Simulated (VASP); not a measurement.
# SnO in VASP: a series of runs

The runs below take SnO through single point, with PBE+D3(BJ).

All numbers are computed with VASP 6.6.1; they aren't measurements. Logs are shortened: lines on timing, memory, paths and dates and some standing lists are left out, and cuts for length are marked.

## (1) The cell of the first run

The cell holds a slab with vacuum, 8 atoms: a = 3.820 Å, b = 3.820 Å, c = 22.226 Å, α = 90.00°, β = 90.00°, γ = 90.00°.

## (2) Single point, PBE+D3(BJ) (layers slid over each other)

The input, INCAR:

```
SYSTEM = SnO
PREC = Accurate
ENCUT = 520
EDIFF = 1E-6
ISMEAR = 0
SIGMA = 0.05
LREAL = .FALSE.
LASPH = .TRUE.
NELM = 80
ALGO = Normal
ISIF = 2
LWAVE = .FALSE.
LCHARG = .TRUE.
LDIPOL = .TRUE.
IDIPOL = 3
DIPOL = 0.5 0.5 0.428
GGA = PE
IVDW = 12
LELF = .TRUE.
LVHAR = .TRUE.
LVACPOTAV = .TRUE.
NBANDS = 50
```

The input, KPOINTS:

```
Automatic mesh
0
G
  7 7 1
  0 0 0
```

The input, POSCAR:

```
SnO
1.0
    3.8201528543      0.0002954551      0.0000000000
   -0.0003145191      3.8201528528      0.0000000000
    0.0000000000      0.0000000000     22.2260743460
Sn O
4 4
Direct
    0.9999452911      0.9999452911      0.2024649036
    0.4999452911      0.4999452911      0.3087831466
    0.8332786245      0.4999452911      0.5472418108
    1.3332786245      0.9999452911      0.6535600538
    0.9999461074      0.4999461074      0.2556240251
    0.4999461074      0.9999461074      0.2556240251
    0.8332778082      0.9999444748      0.6004009323
    1.3332778082      0.4999444748      0.6004009323
```

Potentials or basis: VASP PAW PBE potentials, release 64 (Sn_d, O).

On the command line:

```bash
cat potpaw_PBE.64/Sn_d/POTCAR potpaw_PBE.64/O/POTCAR > POTCAR
mpirun -np 1 vasp_std > vasp.out
```

OUTCAR:

```text
SYSTEM = SnO
   PREC = Accurate
   ENCUT = 520
   EDIFF = 1E-6
   ISMEAR = 0
   LREAL = .FALSE.
   LASPH = .TRUE.
   NELM = 80
   ISIF = 2
   GGA = PE
   IVDW = 12
 IVDW          = 12

 ion  position               nearest neighbor table
   1  1.000  1.000  0.202-   6 2.25   5 2.25   6 2.25   5 2.25   2 3.59   2 3.59   2 3.59   2 3.59

   2  0.500  0.500  0.309-   5 2.25   6 2.25   5 2.25   6 2.25   1 3.59   1 3.59   1 3.59   1 3.59

   3  0.833  0.500  0.547-   8 2.25   7 2.25   8 2.25   7 2.25   4 3.59   4 3.59   4 3.59   4 3.59

   4  0.333  1.000  0.654-   7 2.25   8 2.25   7 2.25   8 2.25   3 3.59   3 3.59   3 3.59   3 3.59

   5  1.000  0.500  0.256-   2 2.25   1 2.25   2 2.25   1 2.25
   6  0.500  1.000  0.256-   1 2.25   2 2.25   1 2.25   2 2.25
   7  0.833  1.000  0.600-   4 2.25   3 2.25   4 2.25   3 2.25
   8  0.333  0.500  0.600-   3 2.25   4 2.25   3 2.25   4 2.25

  LATTYP: Found a simple tetragonal cell.
 ALAT       =     3.8201528657
 C/A-ratio  =     5.8181112451

  Lattice vectors:

 A1 = (   3.8201528543,   0.0002954551,   0.0000000000)
 A2 = (  -0.0003145191,   3.8201528528,   0.0000000000)
 A3 = (   0.0000000000,   0.0000000000,  22.2260743460)

Analysis of symmetry for initial positions (statically):
=====================================================================
 Subroutine PRICEL returns:
 Original cell was already a primitive cell.

 Routine SETGRP: Setting up the symmetry group for a
 simple tetragonal supercell.

 Subroutine GETGRP returns: Found  4 space group operations
 (whereof  1 operations were pure point group operations)
 out of a pool of 16 trial point group operations.

The static configuration has the point symmetry C_1 .
 The point group associated with its full space group is C_2h.

Analysis of symmetry for dynamics (positions and initial velocities):
=====================================================================
 Subroutine PRICEL returns:
 Original cell was already a primitive cell.

 Routine SETGRP: Setting up the symmetry group for a
 simple tetragonal supercell.

 Subroutine GETGRP returns: Found  4 space group operations
 (whereof  1 operations were pure point group operations)
 out of a pool of 16 trial point group operations.

The dynamic configuration has the point symmetry C_1 .
 The point group associated with its full space group is C_2h.

 Subroutine INISYM returns: Found  4 space group operations
 (whereof  1 operations are pure point group operations),
 and found     1 'primitive' translations

----------------------------------------------------------------------------------------

                                     Primitive cell

  volume of cell :     324.3577

  direct lattice vectors                    reciprocal lattice vectors
     3.820152854  0.000295455  0.000000000     0.261769629  0.000021552  0.000000000
    -0.000314519  3.820152853  0.000000000    -0.000020246  0.261769629  0.000000000
     0.000000000  0.000000000 22.226074346     0.000000000  0.000000000  0.044992201

  length of vectors
     3.820152866  3.820152866 22.226074346     0.261769629  0.261769629  0.044992201

  position of ions in fractional coordinates (direct lattice)
     0.999945291  0.999945291  0.202464904
     0.499945291  0.499945291  0.308783147
     0.833278624  0.499945291  0.547241811
     0.333278624  0.999945291  0.653560054
     0.999946107  0.499946107  0.255624025
     0.499946107  0.999946107  0.255624025
     0.833277808  0.999944475  0.600400932
     0.333277808  0.499944475  0.600400932

  ion indices of the primitive-cell ions
   primitive index   ion index
                 1           1
                 2           2
                 3           3
                 4           4
                 5           5
                 6           6
                 7           7
                 8           8

----------------------------------------------------------------------------------------

 KPOINTS: Automatic mesh

Automatic generation of k-mesh.
 Grid dimensions read from file:
 generate k-points for:    7    7    1

 Generating k-lattice:

  Cartesian coordinates                     Fractional coordinates (reciprocal lattice)
     0.037395661  0.000003079  0.000000000     0.142857143  0.000000000  0.000000000
    -0.000002892  0.037395661  0.000000000    -0.000000000  0.142857143  0.000000000
     0.000000000  0.000000000  0.044992201     0.000000000  0.000000000  1.000000000

  Length of vectors
     0.037395661  0.037395661  0.044992201

  Shift w.r.t. Gamma in fractional coordinates (k-lattice)
     0.000000000  0.000000000  0.000000000

 Subroutine IBZKPT returns following result:
 ===========================================

 Found     16 irreducible k-points:

 Following reciprocal coordinates:
            Coordinates               Weight
  0.000000  0.000000  0.000000      1.000000
  0.142857  0.000000  0.000000      2.000000
  0.000000  0.142857  0.000000      2.000000
  0.285714  0.000000  0.000000      2.000000
  0.000000  0.285714  0.000000      2.000000
  0.428571 -0.000000  0.000000      2.000000
[... 8 lines left out ...]
 -0.285714  0.428571  0.000000      4.000000
  0.428571  0.428571  0.000000      4.000000
   k-points           NKPTS =     16   k-points in BZ     NKDIM =     16   number of bands    NBANDS=     50
   number of dos      NEDOS =    301   number of ions     NIONS =      8
   total plane-waves  NPLWV = 131712
   dimension x,y,z NGX =    28 NGY =   28 NGZ =  168
   dimension x,y,z NGXF=    56 NGYF=   56 NGZF=  336
   ions per type =               4   4
   NGX,Y,Z   is equivalent  to a cutoff of  12.19, 12.19, 12.57 a.u.
   NGXF,Y,Z  is equivalent  to a cutoff of  24.37, 24.37, 25.13 a.u.
 SYSTEM =  SnO
   PREC   = accura    normal or accurate (medium, high low for compatibility)
   ISTART =      0    job   : 0-new  1-cont  2-samecut
   ICHARG =      2    charge: 1-file 2-atom 10-const
   ISPIN  =      1    spin polarized calculation?
   LNONCOLLINEAR =      F non collinear calculations
   LSORBIT =      F    spin-orbit coupling
   LASPH  =      T    aspherical Exc in radial PAW
   ENCUT  =  520.0 eV  38.22 Ry    6.18 a.u.   7.10  7.10 41.33*2*pi/ulx,y,z
   NELM   =     80;   NELMIN=  2; NELMDL= -5     # of ELM steps
   EDIFF  = 0.1E-05   stopping-criterion for ELM
   LREAL  =      F    real-space projection
   EDIFFG = 0.1E-04   stopping-criterion for IOM
   NSW    =      0    number of steps for IOM
   IBRION =     -1    ionic relax: 0-MD 1-quasi-New 2-CG
   NFREE  =      0    steps in history (QN), initial steepest desc. (CG)
   ISIF   =      2    stress and relaxation
   ISYM   =      2    0-nonsym 1-usesym 2-fastsym
   POTIM  = 0.5000    time-step for ionic-motion
   TEBEG  =    0.0;   TEEND  =   0.0 temperature during run
   PSTRESS=    0.0 pullay stress
   NELECT =      80.0000    total number of electrons
   NUPDOWN=      -1.0000    fix difference up-down
   EMIN   =  10.00;   EMAX   =-10.00  energy-range for DOS
   EFERMI =   0.00;   METHOD = LEGACY
   ISMEAR =     0;   SIGMA  =   0.05  broadening in eV -4-tet -1-fermi 0-gaus
   EFERMI_NEDOS =   21; number of points for ismear=-14 and -15
   IALGO  =     38    algorithm
   IMIX   =      4    mixing-type and parameters
     AMIX     =   0.40;   BMIX     =  1.00
     AMIX_MAG =   1.60;   BMIX_MAG =  1.00
  volume/ion in A,a.u.               =      40.54       273.61
  Fermi-wavevector in a.u.,A,eV,Ry     =   1.026668  1.940121 14.341186  1.054047
  Thomas-Fermi vector in A             =   2.160573
   LORBIT       =      0    0 simple, 1 ext, 2 COOP (PROOUT), +10 PAW based schemes
   GGA     = PE    functional components
   LHFCALC =     F    Hartree Fock is set to
   AEXX    =    0.0000 exact exchange contribution
   IVDW    =    12    specifies the selected vdW correction
   LEPSILON=     F    determine dielectric tensor
   LRPA    =     F    only Hartree local field effects (RPA)
 non-spin polarized calculation
 Gauss-broadening in eV      SIGMA  =   0.05
  energy-cutoff  :      520.00
  volume of cell :      324.36
 maximum number of plane-waves:      8769
   NGX = 15   NGY = 15   NGZ = 83

 dipolmoment           0.000000      0.000000      0.000105 electrons x Angstroem

 number of electron      79.9999985 magnetization

 dipolmoment           0.000000      0.000000     -0.000018 electrons x Angstroem

 Free energy of the ion-electron system (eV)
  ---------------------------------------------------
  ext. energy  EPLUGINS =         0.00000000
  ---------------------------------------------------
  free energy    TOTEN  =       -45.16591181 eV

  energy without entropy =      -45.16591181  energy(sigma->0) =      -45.16591181

 E-fermi :  -0.0737     XC(G=0):  -5.4235

 val. band max:       -0.3819866044   @ k =   0.1429   0.1429   0.0000
 cond. band min:       2.3713042488   @ k =   0.0000   0.0000   0.0000
 fundamental gap:      2.7532908531
 Fermi energy:        -0.0736837948

 k-point     1 :       0.0000    0.0000    0.0000
  band No.  band energies     occupation
      1     -21.0520      2.00000
      2     -21.0519      2.00000
      3     -20.6912      2.00000
      4     -20.6912      2.00000
      5     -20.6532      2.00000
      6     -20.6531      2.00000
[... 42 lines left out ...]
     49       5.1721      0.00000
     50       5.3242      0.00000

 k-point     2 :       0.1429    0.0000    0.0000
  band No.  band energies     occupation
      1     -21.0430      2.00000
      2     -21.0430      2.00000
      3     -20.6919      2.00000
      4     -20.6918      2.00000
      5     -20.6550      2.00000
      6     -20.6550      2.00000
[... 42 lines left out ...]
     49       5.3495      0.00000
     50       5.5914      0.00000

 k-point     3 :       0.0000    0.1429    0.0000
  band No.  band energies     occupation
      1     -21.0430      2.00000
      2     -21.0430      2.00000
      3     -20.6919      2.00000
      4     -20.6918      2.00000
      5     -20.6550      2.00000
      6     -20.6549      2.00000
[... 678 lines left out ...]
     49       5.7303      0.00000
     50       6.1054      0.00000

 k-point    16 :       0.4286    0.4286    0.0000
  band No.  band energies     occupation
      1     -20.9926      2.00000
      2     -20.9926      2.00000
      3     -20.9787      2.00000
      4     -20.9787      2.00000
      5     -20.6580      2.00000
      6     -20.6580      2.00000
[... 42 lines left out ...]
     49       6.2188      0.00000
     50       6.3009      0.00000

------------------------ aborting loop because EDIFF is reached ----------------------------------------

 Edisp (eV)   -1.16981

 E8    (eV) :    -0.5174

  FORCE on cell =-STRESS in cart. coord.  units (eV):
  Direction    XX          YY          ZZ          XY          YZ          ZX
  --------------------------------------------------------------------------------------
  -------------------------------------------------------------------------------------
  Total       0.16581     0.15972     0.00243    -0.00000     0.00000     0.01613
  in kB       0.81904     0.78894     0.01198    -0.00000     0.00001     0.07970
  external pressure =        0.54 kB  Pullay stress =        0.00 kB

 VOLUME and BASIS-vectors are now :
 -----------------------------------------------------------------------------
  energy-cutoff  :      520.00
  volume of cell :      324.36
      direct lattice vectors                 reciprocal lattice vectors
     3.820152854  0.000295455  0.000000000     0.261769629  0.000021552  0.000000000
    -0.000314519  3.820152853  0.000000000    -0.000020246  0.261769629  0.000000000
     0.000000000  0.000000000 22.226074346     0.000000000  0.000000000  0.044992201

 POSITION                                       TOTAL-FORCE (eV/Angst)
 -----------------------------------------------------------------------------------
      3.81963      3.82024      4.50000        -0.000243     -0.000000     -0.091057
      1.90971      1.91002      6.86304        -0.000468     -0.000000      0.135408
      3.18309      1.91011     12.16304         0.000468      0.000000     -0.135408
      1.27286      3.82004     14.52607         0.000243      0.000000      0.091057
      3.81979      1.91017      5.68152        -0.001646     -0.000000      0.002069
      1.90956      3.82009      5.68152         0.000749      0.000000      0.001951
      3.18293      3.82019     13.34456        -0.000749     -0.000000     -0.001951
      1.27301      1.90996     13.34456         0.001646      0.000000     -0.002069
 -----------------------------------------------------------------------------------
    total drift:                               -0.000013     -0.000003     -0.000693

  FREE ENERGIE OF THE ION-ELECTRON SYSTEM (eV)
  ---------------------------------------------------
  free  energy   TOTEN  =       -46.3357200859 eV

  energy  without entropy=      -46.3357200859  energy(sigma->0) =      -46.33572009

 vacuum level on the upper side and lower side of the slab         4.929         4.929
```

Wall time 3.3 min (1 thread of Intel Xeon 6975P-C (Granite Rapids), shared host); peak memory 0.43 GiB.

What came out:

- Free energy: -46.3357 eV
- Largest force: 0.135 eV/Å
- Band gap on the k mesh: 2.75 eV (least direct gap 2.78 eV)
- Dispersion energy per atom: -0.146 eV

Forces on the atoms (eV/Å):
```
Sn   0.000  0.000 -0.091
Sn   0.000  0.000  0.135
Sn   0.000  0.000 -0.135
Sn   0.000  0.000  0.091
O   -0.002  0.000  0.002
O    0.001  0.000  0.002
O   -0.001  0.000 -0.002
O    0.002  0.000 -0.002
```

Caveat: the cell differs from its parent crystal (layers slid over each other); spin-orbit coupling is left out, which moves the levels of the heavy elements.

## (3) Single point, PBE+D3(BJ) (layers slid over each other)

The input, INCAR:

```
PREC     = Accurate       # precision mode
ENCUT    = 520            # plane-wave cutoff, eV
EDIFF    = 1E-6           # SCF threshold, eV
ISMEAR   = 0              # smearing method
SIGMA    = 0.05           # smearing width, eV
LREAL    = F              # projectors in reciprocal space
LASPH    = T              # aspherical terms in the spheres
NELM     = 100            # most SCF steps
ALGO     = Normal         # electronic algorithm
ISIF     = 2              # what is computed and relaxed
LWAVE    = F              # write WAVECAR
LCHARG   = T              # write CHGCAR
LDIPOL   = T            
IDIPOL   = 3            
DIPOL    = 0.5 0.5 0.399
GGA      = PE             # functional
IVDW     = 12             # dispersion correction
LELF     = T              # ELF
LVHAR    = T            
LVACPOTAV= T            
NBANDS   = 50             # bands
```

The input, KPOINTS:

```
regular mesh
0
Gamma
  7 7 1
```

The input, POSCAR:

```
SnO
1.0
    3.8201528543      0.0002954551      0.0000000000
   -0.0003145191      3.8201528528      0.0000000000
    0.0000000000      0.0000000000     22.2260743460
Sn O
4 4
Direct
    0.9999452911      0.9999452911      0.2024649036
    0.4999452911      0.4999452911      0.3087831466
    0.6666119578      0.4999452911      0.4896517938
    1.1666119578      0.9999452911      0.5959700368
    0.9999461074      0.4999461074      0.2556240251
    0.4999461074      0.9999461074      0.2556240251
    0.6666111415      0.9999444748      0.5428109153
    1.1666111415      0.4999444748      0.5428109153
```

Potentials or basis: VASP PAW PBE potentials, release 64 (Sn_d, O).

On the command line:

```bash
cat potpaw_PBE.64/Sn_d/POTCAR potpaw_PBE.64/O/POTCAR > POTCAR
mpirun -np 1 vasp_std > vasp.out
```

Wall time 5.9 min (1 thread of Intel Xeon Platinum 8488C (Sapphire Rapids), shared host); peak memory 0.44 GiB.

It converged, with:

```
Free energy                : -46.3547 eV
Largest force              : 0.083 eV/Å
Band gap on the k mesh     : 2.26 eV (least direct gap 2.50 eV)
Dispersion energy per atom : -0.157 eV
```

Forces on the atoms (eV/Å):
```
Sn  -0.007  0.000 -0.083
Sn  -0.043  0.000 -0.017
Sn   0.043  0.000  0.017
Sn   0.007  0.000  0.083
O   -0.034  0.000 -0.004
O    0.013  0.000 -0.003
O   -0.013  0.000  0.003
O    0.034  0.000  0.004
```

Levels at points of the mesh, in eV from the valence-band top:
```csv
k point,band 37,band 38,band 39,band 40,band 41,band 42,band 43,band 44
"(0.00, 0.00, 0.00)",-2.01,-2.01,-0.74,-0.04,2.46,2.79,2.80,3.85
```

Caveat: the cell differs from its parent crystal (layers slid over each other); spin-orbit coupling is left out, which moves the levels of the heavy elements.

(Part 1 of 2 ends here.)
